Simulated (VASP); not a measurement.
Wanted: the native input for a VASP 6.6.1 run.

| Quantity | Value |
| --- | --- |
| Task | single point |
| Functional | PBE |
| Potentials or basis | VASP PAW PBE potentials, release 64 (Ta_pv, Nb_sv, N) |
| Cutoff | 520 eV |
| k mesh | 6 × 6 × 4 |
| Occupations | gaussian, width 0.1 eV |
| Spin | collinear spin, ferromagnetic start |
| Starting moments | [1.0, 0.0, 0.0, 0.0] μB |
| Dipole correction | no |
| Further INCAR settings | ALGO = Normal; EDIFF = 1e-06; NBANDS = 29 |

The structure of TaNbN2 lies in POSCAR:

```
TaNbN2
1.0
    3.4768440600      0.0000000000      0.0000000000
   -1.7384220300      3.0110352800      0.0000000000
    0.0000000000      0.0000000000      5.3790511300
Ta Nb N
1 1 2
Direct
    0.0000000000      0.0000000000      0.5000000000
    0.0000000000      0.0000000000      0.0000000000
    0.3333333300      0.6666666700      0.0000000000
    0.6666666700      0.3333333300      0.0000000000
```

These files were run (other wordings do the same):

INCAR

```
SYSTEM = TaNbN2
  ALGO = Normal
  EDIFF = 1E-6
  ENCUT = 520
  GGA = PE
  ISIF = 2
  ISMEAR = 0
  ISPIN = 2
  LASPH = .TRUE.
  LCHARG = .FALSE.
  LMAXMIX = 4
  LORBIT = 11
  LREAL = .FALSE.
  LWAVE = .FALSE.
  MAGMOM = 1 0 0 0
  NBANDS = 29
  NELM = 150
  PREC = Accurate
  SIGMA = 0.1
```

KPOINTS

```
k-points
0
G
  6 6 4
  0 0 0
```

Potentials or basis: VASP PAW PBE potentials, release 64 (Ta_pv, Nb_sv, N).

Command:

```console
$ cat potpaw_PBE.64/Ta_pv/POTCAR potpaw_PBE.64/Nb_sv/POTCAR potpaw_PBE.64/N/POTCAR > POTCAR
$ mpirun -np 1 vasp_std > vasp.out
```

It gave:

The pressure is 27.0 GPa. The net moment is 0.10 μB per cell. The site moments are Ta +0.06; Nb +0.00; N -0.01 μB. The valence electrons inside the program's atomic spheres are Ta 8.61; Nb 11.07; N 3.69.

It took 87 s on 1 thread of Intel(R) Xeon(R) Platinum 8488C (Sapphire Rapids), on a shared host, peak memory 0.23 GiB.
